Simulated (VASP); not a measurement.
# C (P6_3/mmc) in VASP: further runs

Runs on C. Level: PBEsol. Tasks: relaxation of the atoms.

Program: VASP 6.6.1. These are calculated values, not measurements. Logs are shortened: lines on timing, memory, paths and dates and some standing lists are left out, and cuts for length are marked.

### 1 The cell of the first run

Symmetry: P6_3/mmc, No. 194, hexagonal system. Conventional cell: a = 2.499 Å, b = 2.499 Å, c = 4.119 Å, α = 90.00°, β = 90.00°, γ = 120.00°. Within 2.0 Å of C (site symmetry 3m) lie 4 C at 1.53 to 1.54 Å.

### 2 Relaxation of the atoms, PBEsol (strained cell)

Input file INCAR:

```
  PREC = Accurate
  ENCUT = 520
  EDIFF = 1E-6
  ISMEAR = 0
  SIGMA = 0.02
  LREAL = False
  LASPH = True
  NELM = 60
  ALGO = Normal
  ISIF = 2
  LWAVE = False
  LCHARG = False
  GGA = PS
  IBRION = 2
  NSW = 60
  EDIFFG = -0.002
```

Input file KPOINTS:

```
regular mesh
0
Gamma
  9 9 6
```

Input file POSCAR:

```
C
1.0
    2.4991315048      0.0000000000      0.0000000000
   -1.2495657524      2.1643113706      0.0000000000
    0.0000000000      0.0000000000      4.1189829190
C
4
Direct
    0.3333333333      0.6666666667     -0.0002589788
    0.6666666667      0.3333333333      0.4997410212
    0.3333333333      0.6666666667      0.3742589788
    0.6666666667      0.3333333333      0.8742589788
```

Potentials or basis: VASP PAW PBE potentials, release 64 (C).

On the command line:

```console
$ cat potpaw_PBE.64/C/POTCAR > POTCAR
$ mpirun -np 1 vasp_std > vasp.out
```

OUTCAR:

```text
PREC = Accurate
   ENCUT = 520
   EDIFF = 1E-6
   ISMEAR = 0
   LREAL = False
   LASPH = True
   NELM = 60
   ISIF = 2
   GGA = PS
   IBRION = 2
   NSW = 60
   EDIFFG = -0.002

 ion  position               nearest neighbor table
   1  0.333  0.667  1.000-   4 1.53   4 1.53   4 1.53   3 1.54
   2  0.667  0.333  0.500-   3 1.53   3 1.53   3 1.53   4 1.54
   3  0.333  0.667  0.374-   2 1.53   2 1.53   2 1.53   1 1.54
   4  0.667  0.333  0.874-   1 1.53   1 1.53   1 1.53   2 1.54

  LATTYP: Found a hexagonal cell.
 ALAT       =     2.4991315048
 C/A-ratio  =     1.6481657372

  Lattice vectors:

 A1 = (   2.4991315048,   0.0000000000,   0.0000000000)
 A2 = (  -1.2495657524,   2.1643113706,   0.0000000000)
 A3 = (   0.0000000000,   0.0000000000,   4.1189829190)

Analysis of symmetry for initial positions (statically):
=====================================================================
 Subroutine PRICEL returns:
 Original cell was already a primitive cell.

 Routine SETGRP: Setting up the symmetry group for a
 hexagonal supercell.

 Subroutine GETGRP returns: Found 24 space group operations
 (whereof  6 operations were pure point group operations)
 out of a pool of 24 trial point group operations.

The static configuration has the point symmetry C_3v.
 The point group associated with its full space group is D_6h.

Analysis of symmetry for dynamics (positions and initial velocities):
=====================================================================
 Subroutine PRICEL returns:
 Original cell was already a primitive cell.

 Routine SETGRP: Setting up the symmetry group for a
 hexagonal supercell.

 Subroutine GETGRP returns: Found 24 space group operations
 (whereof  6 operations were pure point group operations)
 out of a pool of 24 trial point group operations.

The dynamic configuration has the point symmetry C_3v.
 The point group associated with its full space group is D_6h.

 Subroutine INISYM returns: Found 24 space group operations
 (whereof  6 operations are pure point group operations),
 and found     1 'primitive' translations

----------------------------------------------------------------------------------------

                                     Primitive cell

  volume of cell :      22.2792

  direct lattice vectors                    reciprocal lattice vectors
     2.499131505  0.000000000  0.000000000     0.400139008  0.231020364  0.000000000
    -1.249565752  2.164311371  0.000000000     0.000000000  0.462040727  0.000000000
     0.000000000  0.000000000  4.118982919     0.000000000  0.000000000  0.242778380

[... 105 lines left out ...]
   IMIX   =      4    mixing-type and parameters
     AMIX     =   0.40;   BMIX     =  1.00
     AMIX_MAG =   1.60;   BMIX_MAG =  1.00
  volume/ion in A,a.u.               =       5.57        37.59
  Fermi-wavevector in a.u.,A,eV,Ry     =   1.466049  2.770431 29.243005  2.149300
  Thomas-Fermi vector in A             =   2.581833
   LORBIT       =      0    0 simple, 1 ext, 2 COOP (PROOUT), +10 PAW based schemes
   GGA     = PS    functional components
   LHFCALC =     F    Hartree Fock is set to
   AEXX    =    0.0000 exact exchange contribution
   IVDW    =     0    specifies the selected vdW correction
   LEPSILON=     F    determine dielectric tensor
   LRPA    =     F    only Hartree local field effects (RPA)
 conjugate gradient relaxation of ions
 non-spin polarized calculation
 Gauss-broadening in eV      SIGMA  =   0.02
  energy-cutoff  :      520.00
  volume of cell :       22.28
 maximum number of plane-waves:       616
 NGX is ok and might be reduce to    20
   NGX =  9   NGY =  9   NGZ = 15

--------------------------------------- Ionic step        1  -------------------------------------------

 number of electron      16.0000000 magnetization

 Free energy of the ion-electron system (eV)
  ---------------------------------------------------
  ext. energy  EPLUGINS =         0.00000000
  ---------------------------------------------------
  free energy    TOTEN  =       -38.39236928 eV

  energy without entropy =      -38.39236928  energy(sigma->0) =      -38.39236928

------------------------ aborting loop because EDIFF is reached ----------------------------------------

  FORCE on cell =-STRESS in cart. coord.  units (eV):
  Direction    XX          YY          ZZ          XY          YZ          ZX
  --------------------------------------------------------------------------------------
  -------------------------------------------------------------------------------------
  Total        0.1648495      0.1648495      2.0902635      0.0000000     -0.0000000      0.0000000
  in kB       11.8549385     11.8549385    150.3186211      0.0000000     -0.0000000      0.0000000
  external PRESSURE =      58.0094993 kB  Pullay stress =       0.0000000 kB
[... 63 lines left out ...]
--------------------------------------- Ionic step        3  -------------------------------------------

 number of electron      16.0000000 magnetization

 Free energy of the ion-electron system (eV)
  ---------------------------------------------------
  ext. energy  EPLUGINS =         0.00000000
  ---------------------------------------------------
  free energy    TOTEN  =       -38.39236941 eV

  energy without entropy =      -38.39236941  energy(sigma->0) =      -38.39236941

 E-fermi :  10.4262     XC(G=0): -13.5152

 val. band max:       10.2868719139   @ k =   0.0000   0.0000   0.0000
 cond. band min:      13.3126110049   @ k =   0.3333   0.3333   0.0000
 fundamental gap:      3.0257390910
 Fermi energy:        10.4261567018

 k-point     1 :       0.0000    0.0000    0.0000
  band No.  band energies     occupation
      1     -11.8154      2.00000
      2      -5.9401      2.00000
      3      -3.7359      2.00000
      4       7.0211      2.00000
      5       7.0211      2.00000
      6       9.7758      2.00000
      7      10.2869      2.00000
      8      10.2869      2.00000
      9      15.0954      0.00000
     10      15.0954      0.00000
     11      15.8861      0.00000
     12      18.3567      0.00000
[... 331 lines left out ...]
 k-point    24 :       0.3333    0.3333    0.1667
  band No.  band energies     occupation
      1      -4.4166      2.00000
      2      -4.4166      2.00000
      3      -0.9927      2.00000
      4      -0.3291      2.00000
      5      -0.3291      2.00000
      6       2.6702      2.00000
      7       3.8447      2.00000
      8       3.8447      2.00000
      9      14.1898      0.00000
     10      20.9380      0.00000
     11      20.9380      0.00000
     12      22.7687      0.00000

 [... further k-points ...]
[... 5 lines left out ...]
  --------------------------------------------------------------------------------------
  -------------------------------------------------------------------------------------
  Total        0.1632219      0.1632219      2.0908262      0.0000000     -0.0000000     -0.0000000
  in kB       11.7378905     11.7378905    150.3590846      0.0000000     -0.0000000     -0.0000000
  external PRESSURE =      57.9449552 kB  Pullay stress =       0.0000000 kB
[... 19 lines left out ...]
  FREE ENERGIE OF THE ION-ELECTRON SYSTEM (eV)
  ---------------------------------------------------
  free  energy   TOTEN  =       -38.3923694110 eV

  energy  without entropy=      -38.3923694110  energy(sigma->0) =      -38.39236941

 reached required accuracy - stopping structural energy minimisation
```

Wall time 35 s (1 thread of AMD EPYC 7R13, shared host); peak memory 0.1 GiB.

What came out:

* Free energy: -38.3924 eV
* Energy gained by relaxing: 0.0 meV/atom
* Ionic steps: 3
* Pressure after relaxing: 5.8 GPa
* Band gap on the k mesh: 3.03 eV, indirect (least direct gap 4.81 eV)

Final structure:
```
C
1.0
     2.49913    0.00000    0.00000
    -1.24957    2.16431    0.00000
     0.00000    0.00000    4.11898
C
4
Cartesian
  0.0000 1.4429 4.1179
  1.2496 0.7214 2.0585
  0.0000 1.4429 1.5415
  1.2496 0.7214 3.6010
```

Levels at points of the mesh, in eV from the valence-band top:
```tsv
k point	band 4	band 5	band 6	band 7	band 8	band 9	band 10	band 11	band 12
(0.00, 0.00, 0.00)	-3.27	-3.27	-0.51	0.00	0.00	4.81	4.81	5.60	8.07
(0.00, 0.00, 0.50)	-7.08	-1.97	-1.97	-1.97	-1.97	7.19	7.19	7.19	7.19
```

Caveat: the cell differs from its parent crystal (strained cell); the PAW data sets were made with another functional, which shifts forces and pressure a little. A k mesh can miss the band edges.

### 3 Relaxation of the atoms, PBEsol (strained cell)

Input file INCAR:

```
SYSTEM = C
  ALGO = Normal
  EDIFF = 1E-7
  EDIFFG = -0.002
  ENCUT = 520
  GGA = PS
  IBRION = 2
  ISIF = 2
  ISMEAR = 0
  LASPH = .True.
  LCHARG = .False.
  LREAL = .False.
  LWAVE = .False.
  NELM = 80
  NSW = 60
  PREC = Accurate
  SIGMA = 0.02
```

Input file KPOINTS:

```
k-points
0
Gamma
  9 9 6
  0 0 0
```

Edit POSCAR of step 2 so:

```diff
@@ -2,4 +2,4 @@
 1.0
-    2.4991315048      0.0000000000      0.0000000000
-   -1.2495657524      2.1643113706      0.0000000000
+    2.4990941177      0.0000000000      0.0000000000
+   -1.2495470589      2.1642789924      0.0000000000
     0.0000000000      0.0000000000      4.1189829190
```

Potentials or basis: VASP PAW PBE potentials, release 64 (C).

On the command line:

```console
$ cat potpaw_PBE.64/C/POTCAR > POTCAR
$ mpirun -np 1 vasp_std > vasp.out
```

OUTCAR:

```text
SYSTEM = C
   EDIFF = 1E-7
   EDIFFG = -0.002
   ENCUT = 520
   GGA = PS
   IBRION = 2
   ISIF = 2
   ISMEAR = 0
   LASPH = .True.
   LREAL = .False.
   NELM = 80
   NSW = 60
   PREC = Accurate

 ion  position               nearest neighbor table
   1  0.333  0.667  1.000-   4 1.53   4 1.53   4 1.53   3 1.54
   2  0.667  0.333  0.500-   3 1.53   3 1.53   3 1.53   4 1.54
   3  0.333  0.667  0.374-   2 1.53   2 1.53   2 1.53   1 1.54
   4  0.667  0.333  0.874-   1 1.53   1 1.53   1 1.53   2 1.54

  LATTYP: Found a hexagonal cell.
 ALAT       =     2.4990941177
 C/A-ratio  =     1.6481903942

  Lattice vectors:

 A1 = (   2.4990941177,   0.0000000000,   0.0000000000)
 A2 = (  -1.2495470589,   2.1642789924,   0.0000000000)
 A3 = (   0.0000000000,   0.0000000000,   4.1189829190)

[... 269 lines left out ...]

 val. band max:       10.2873328071   @ k =   0.0000   0.0000   0.0000
 cond. band min:      13.3128932407   @ k =   0.3333   0.3333   0.0000
 fundamental gap:      3.0255604336
 Fermi energy:        10.4268579386

 k-point     1 :       0.0000    0.0000    0.0000
  band No.  band energies     occupation
      1     -11.8154      2.00000
      2      -5.9401      2.00000
      3      -3.7358      2.00000
      4       7.0216      2.00000
      5       7.0216      2.00000
      6       9.7761      2.00000
      7      10.2873      2.00000
      8      10.2873      2.00000
      9      15.0961      0.00000
     10      15.0961      0.00000
     11      15.8862      0.00000
     12      18.3580      0.00000
[... 331 lines left out ...]
 k-point    24 :       0.3333    0.3333    0.1667
  band No.  band energies     occupation
      1      -4.4162      2.00000
      2      -4.4162      2.00000
      3      -0.9926      2.00000
      4      -0.3288      2.00000
      5      -0.3288      2.00000
      6       2.6703      2.00000
      7       3.8450      2.00000
      8       3.8450      2.00000
      9      14.1901      0.00000
     10      20.9385      0.00000
     11      20.9385      0.00000
     12      22.7698      0.00000

 [... further k-points ...]
[... 5 lines left out ...]
  --------------------------------------------------------------------------------------
  -------------------------------------------------------------------------------------
  Total        0.1660707      0.1660707      2.0908993     -0.0000000      0.0000000      0.0000000
  in kB       11.9431181     11.9431181    150.3688444     -0.0000000      0.0000000      0.0000000
  external PRESSURE =      58.0850269 kB  Pullay stress =       0.0000000 kB
[... 19 lines left out ...]
  FREE ENERGIE OF THE ION-ELECTRON SYSTEM (eV)
  ---------------------------------------------------
  free  energy   TOTEN  =       -38.3923644846 eV

  energy  without entropy=      -38.3923644846  energy(sigma->0) =      -38.39236448

 reached required accuracy - stopping structural energy minimisation
```

OSZICAR:

```text
N       E                     dE             d eps       ncg     rms          rms(c)
DAV:   1     0.305151738855E+02    0.30515E+02   -0.87009E+03  1152   0.130E+03
DAV:   2    -0.376303874970E+02   -0.68146E+02   -0.61823E+02  1692   0.219E+02
DAV:   3    -0.397836056394E+02   -0.21532E+01   -0.21371E+01  1516   0.366E+01
[... 13 lines left out ...]
DAV:   3    -0.383923635300E+02    0.23422E-07   -0.49981E-08   848   0.244E-03
   2 F= -.38392364E+02 E0= -.38392364E+02  d E =0.828012E-06
       N       E                     dE             d eps       ncg     rms          rms(c)
DAV:   1    -0.383923644353E+02   -0.88187E-06   -0.57780E-05  1280   0.720E-02    0.133E-03
DAV:   2    -0.383923644846E+02   -0.49289E-07   -0.67298E-07  1440   0.729E-03
   3 F= -.38392364E+02 E0= -.38392364E+02  d E =-.126569E-06
```

It took 37 s on 1 thread of AMD EPYC 7R13, shared host; peak memory 0.1 GiB.

Results:

```
Free energy               : -38.3924 eV
Energy gained by relaxing : 0.0 meV/atom
Ionic steps               : 3
Pressure after relaxing   : 5.8 GPa
Band gap on the k mesh    : 3.03 eV, indirect (least direct gap 4.81 eV)
```

Final structure:
```cif
data_structure
_symmetry_space_group_name_H-M 'P 1'
_symmetry_Int_Tables_number 1
_cell_length_a 2.4991
_cell_length_b 2.4991
_cell_length_c 4.1190
_cell_angle_alpha 90.000
_cell_angle_beta 90.000
_cell_angle_gamma 120.000
_cell_volume 22.28
loop_
_atom_site_label
_atom_site_type_symbol
_atom_site_fract_x
_atom_site_fract_y
_atom_site_fract_z
_atom_site_occupancy
C1 C 0.33333 0.66667 0.99975 1
C2 C 0.66667 0.33333 0.49975 1
C3 C 0.33333 0.66667 0.37425 1
C4 C 0.66667 0.33333 0.87425 1
```

Levels at points of the mesh, in eV from the valence-band top:
```csv
k point,band 4,band 5,band 6,band 7,band 8,band 9,band 10,band 11,band 12
"(0.00, 0.00, 0.00)",-3.27,-3.27,-0.51,0.00,0.00,4.81,4.81,5.60,8.07
"(0.00, 0.00, 0.50)",-7.08,-1.97,-1.97,-1.97,-1.97,7.19,7.19,7.19,7.19
```

Caveat: the cell differs from its parent crystal (strained cell); the PAW data sets were made with another functional, which shifts forces and pressure a little. A k mesh can miss the band edges.

(Continued in part 2 of 2.)
